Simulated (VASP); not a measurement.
# CdAg3 in VASP: further runs, part 2 of 2

VASP 6.6.1. The steps go on from the part before.

## Step 4: Single point, LDA

Input file INCAR:

```
  PREC = Accurate
  ENCUT = 520
  EDIFF = 1E-7
  ISMEAR = -1
  SIGMA = 0.1
  LREAL = F
  LASPH = T
  NELM = 100
  ALGO = Normal
  ISIF = 2
  LWAVE = F
  LCHARG = F
  LDIPOL = T
  IDIPOL = 3
  DIPOL = 0.5 0.5 0.500
  NBANDS = 30
```

Input file KPOINTS:

```
Automatic mesh
0
Gamma
  12 8 1
```

Input file POSCAR:

```
CdAg3
1.0
    2.8289222034      0.0000000000      0.0000000000
    0.0000000000      4.0007001470      0.0000000000
    0.0000000000      0.0000000000     20.2434000000
Ag Cd
3 1
Direct
    0.2500000000      0.2500000000      0.4000573963
    0.2500000000      0.2500000000      0.5383878476
    0.7500000000      0.7500000000      0.5999426035
    0.7500000000      0.7500000000      0.4616121522
```

Potentials or basis: VASP PAW LDA potentials, release 64 (Ag, Cd).

On the command line:

```sh
$ cat potpaw_LDA.64/Ag/POTCAR potpaw_LDA.64/Cd/POTCAR > POTCAR
$ mpirun -np 1 vasp_std > vasp.out
```

OUTCAR:

```text
PREC = Accurate
   ENCUT = 520
   EDIFF = 1E-7
   ISMEAR = -1
   LREAL = F
   LASPH = T
   NELM = 100
   ISIF = 2

 ion  position               nearest neighbor table
   1  0.250  0.250  0.400-   4 2.75   4 2.75   4 2.75   4 2.75   2 2.80
   2  0.250  0.250  0.538-   3 2.75   3 2.75   3 2.75   3 2.75   1 2.80   4 2.90   4 2.90   4 2.90
                             4 2.90
   3  0.750  0.750  0.600-   2 2.75   2 2.75   2 2.75   2 2.75   4 2.80
   4  0.750  0.750  0.462-   1 2.75   1 2.75   1 2.75   1 2.75   3 2.80   2 2.90   2 2.90   2 2.90
                             2 2.90

  LATTYP: Found a simple orthorhombic cell.
 ALAT       =     2.8289222034
 B/A-ratio  =     1.4142135624
 C/A-ratio  =     7.1558701670

  Lattice vectors:

 A1 = (   2.8289222034,   0.0000000000,   0.0000000000)
 A2 = (   0.0000000000,   4.0007001470,   0.0000000000)
 A3 = (   0.0000000000,   0.0000000000,  20.2434000000)

Analysis of symmetry for initial positions (statically):
=====================================================================
 Subroutine PRICEL returns:
 Original cell was already a primitive cell.

 Routine SETGRP: Setting up the symmetry group for a
 simple orthorhombic supercell.

 Subroutine GETGRP returns: Found  4 space group operations
 (whereof  1 operations were pure point group operations)
 out of a pool of  8 trial point group operations.

The static configuration has the point symmetry C_1 .
 The point group associated with its full space group is C_2v.

Analysis of symmetry for dynamics (positions and initial velocities):
=====================================================================
 Subroutine PRICEL returns:
 Original cell was already a primitive cell.

 Routine SETGRP: Setting up the symmetry group for a
 simple orthorhombic supercell.

 Subroutine GETGRP returns: Found  4 space group operations
 (whereof  1 operations were pure point group operations)
 out of a pool of  8 trial point group operations.

The dynamic configuration has the point symmetry C_1 .
 The point group associated with its full space group is C_2v.

 Subroutine INISYM returns: Found  4 space group operations
 (whereof  1 operations are pure point group operations),
 and found     1 'primitive' translations

----------------------------------------------------------------------------------------

                                     Primitive cell

  volume of cell :     229.1081

  direct lattice vectors                    reciprocal lattice vectors
     2.828922203  0.000000000  0.000000000     0.353491517  0.000000000  0.000000000
     0.000000000  4.000700147  0.000000000     0.000000000  0.249956248  0.000000000
     0.000000000  0.000000000 20.243400000     0.000000000  0.000000000  0.049398816

  length of vectors
     2.828922203  4.000700147 20.243400000     0.353491517  0.249956248  0.049398816

  position of ions in fractional coordinates (direct lattice)
     0.250000000  0.250000000  0.400057396
     0.250000000  0.250000000  0.538387848
     0.750000000  0.750000000  0.599942603
     0.750000000  0.750000000  0.461612152

  ion indices of the primitive-cell ions
   primitive index   ion index
                 1           1
                 2           2
                 3           3
                 4           4

[... 51 lines left out ...]
  0.166667  0.375000  0.000000      4.000000
 [... further k-points ...]
   k-points           NKPTS =     35   k-points in BZ     NKDIM =     35   number of bands    NBANDS=     30
   number of dos      NEDOS =    301   number of ions     NIONS =      4
   total plane-waves  NPLWV = 115200
   dimension x,y,z NGX =    24 NGY =   30 NGZ =  160
   dimension x,y,z NGXF=    48 NGYF=   60 NGZF=  320
   ions per type =               3   1
   NGX,Y,Z   is equivalent  to a cutoff of  14.10, 12.47, 13.14 a.u.
   NGXF,Y,Z  is equivalent  to a cutoff of  28.21, 24.93, 26.28 a.u.
 SYSTEM =  unknown system
   PREC   = accura    normal or accurate (medium, high low for compatibility)
   ISTART =      0    job   : 0-new  1-cont  2-samecut
   ICHARG =      2    charge: 1-file 2-atom 10-const
   ISPIN  =      1    spin polarized calculation?
   LNONCOLLINEAR =      F non collinear calculations
   LSORBIT =      F    spin-orbit coupling
   LASPH  =      T    aspherical Exc in radial PAW
   ENCUT  =  520.0 eV  38.22 Ry    6.18 a.u.   5.26  7.44 37.64*2*pi/ulx,y,z
   NELM   =    100;   NELMIN=  2; NELMDL= -5     # of ELM steps
   EDIFF  = 0.1E-06   stopping-criterion for ELM
   LREAL  =      F    real-space projection
   EDIFFG = 0.1E-05   stopping-criterion for IOM
   NSW    =      0    number of steps for IOM
   IBRION =     -1    ionic relax: 0-MD 1-quasi-New 2-CG
   NFREE  =      0    steps in history (QN), initial steepest desc. (CG)
   ISIF   =      2    stress and relaxation
   ISYM   =      2    0-nonsym 1-usesym 2-fastsym
   POTIM  = 0.5000    time-step for ionic-motion
   TEBEG  =    0.0;   TEEND  =   0.0 temperature during run
   PSTRESS=    0.0 pullay stress
   NELECT =      45.0000    total number of electrons
   NUPDOWN=      -1.0000    fix difference up-down
   EMIN   =  10.00;   EMAX   =-10.00  energy-range for DOS
   EFERMI =   0.00;   METHOD = LEGACY
   ISMEAR =    -1;   SIGMA  =   0.10  broadening in eV -4-tet -1-fermi 0-gaus
   EFERMI_NEDOS =   21; number of points for ismear=-14 and -15
   IALGO  =     38    algorithm
   IMIX   =      4    mixing-type and parameters
     AMIX     =   0.40;   BMIX     =  1.00
     AMIX_MAG =   1.60;   BMIX_MAG =  1.00
  volume/ion in A,a.u.               =      57.28       386.52
  Fermi-wavevector in a.u.,A,eV,Ry     =   0.951624  1.798309 12.321283  0.905589
  Thomas-Fermi vector in A             =   2.080112
   LORBIT       =      0    0 simple, 1 ext, 2 COOP (PROOUT), +10 PAW based schemes
   GGA     = CA    functional components
   LHFCALC =     F    Hartree Fock is set to
   AEXX    =    0.0000 exact exchange contribution
   IVDW    =     0    specifies the selected vdW correction
   LEPSILON=     F    determine dielectric tensor
   LRPA    =     F    only Hartree local field effects (RPA)
 non-spin polarized calculation
  energy-cutoff  :      520.00
  volume of cell :      229.11
 maximum number of plane-waves:      6206
 NGX is ok and might be reduce to    24
   NGX = 11   NGY = 15   NGZ = 75

 dipolmoment           0.000000      0.000000     -0.005127 electrons x Angstroem

 number of electron      44.9999998 magnetization

 dipolmoment           0.000000      0.000000      0.000070 electrons x Angstroem

 Free energy of the ion-electron system (eV)
  ---------------------------------------------------
  ext. energy  EPLUGINS =         0.00000000
  ---------------------------------------------------
  free energy    TOTEN  =       -11.16390463 eV

  energy without entropy =      -11.12228326  energy(sigma->0) =      -11.14309395

 E-fermi :  -1.0779     XC(G=0):  -4.6031

 val. band max:       -1.1453744642   @ k =   0.2500   0.5000   0.0000
 cond. band min:      -1.0647759970   @ k =   0.1667   0.2500   0.0000
 fundamental gap:      0.0805984672
 Fermi energy:        -1.0779466785

 k-point     1 :       0.0000    0.0000    0.0000
  band No.  band energies     occupation
      1     -11.0368      2.00000
      2     -10.3948      2.00000
      3     -10.1598      2.00000
      4      -9.7444      2.00000
      5      -9.5938      2.00000
      6      -9.3700      2.00000
[... 781 lines left out ...]
     29       5.8843      0.00000
     30       5.9725      0.00000

 [... further k-points ...]

------------------------ aborting loop because EDIFF is reached ----------------------------------------

 vacuum level on the upper side and lower side of the slab       (xc-potential included)        -0.031        -0.066

  FORCE on cell =-STRESS in cart. coord.  units (eV):
  Direction    XX          YY          ZZ          XY          YZ          ZX
  --------------------------------------------------------------------------------------
  -------------------------------------------------------------------------------------
  Total        0.5868813      0.7764249      1.2427260      0.0000000      0.0000000      0.0000000
  in kB        4.1041233      5.4296220      8.6905145      0.0000000      0.0000000      0.0000000
  external PRESSURE =       6.0747533 kB  Pullay stress =       0.0000000 kB

 VOLUME and BASIS-vectors are now :
 -----------------------------------------------------------------------------
  energy-cutoff  :      520.00
  volume of cell :      229.11
      direct lattice vectors                 reciprocal lattice vectors
     2.828922203  0.000000000  0.000000000     0.353491517  0.000000000  0.000000000
     0.000000000  4.000700147  0.000000000     0.000000000  0.249956248  0.000000000
     0.000000000  0.000000000 20.243400000     0.000000000  0.000000000  0.049398816

 POSITION                                       TOTAL-FORCE (eV/Angst)
 -----------------------------------------------------------------------------------
      0.70723      1.00018      8.09852         0.000000      0.000000     -0.289883
      0.70723      1.00018     10.89880         0.000000      0.000000      0.329910
      2.12169      3.00053     12.14488         0.000000      0.000000      0.140853
      2.12169      3.00053      9.34460         0.000000      0.000000     -0.180880
 -----------------------------------------------------------------------------------
    total drift:                                0.000000      0.000000     -0.000079

  FREE ENERGIE OF THE ION-ELECTRON SYSTEM (eV)
  ---------------------------------------------------
  free  energy   TOTEN  =       -11.1639046330 eV

  energy  without entropy=      -11.1222832592  energy(sigma->0) =      -11.14309395

 vacuum level on the upper side and lower side of the slab         3.576         3.562
```

Run time: 3.1 min. Hardware: 1 thread of AMD EPYC 9R45 (Zen 5), shared host; peak memory 0.37 GiB.

What came out:

- Free energy: -11.1639 eV
- Largest force: 0.330 eV/Å
- Band gap on the k mesh: zero (an odd number of electrons rules out a gap without spin polarisation)

Forces on the atoms (eV/Å):
```
Ag   0.000  0.000 -0.290
Ag   0.000  0.000  0.330
Ag   0.000  0.000  0.141
Cd   0.000  0.000 -0.181
```
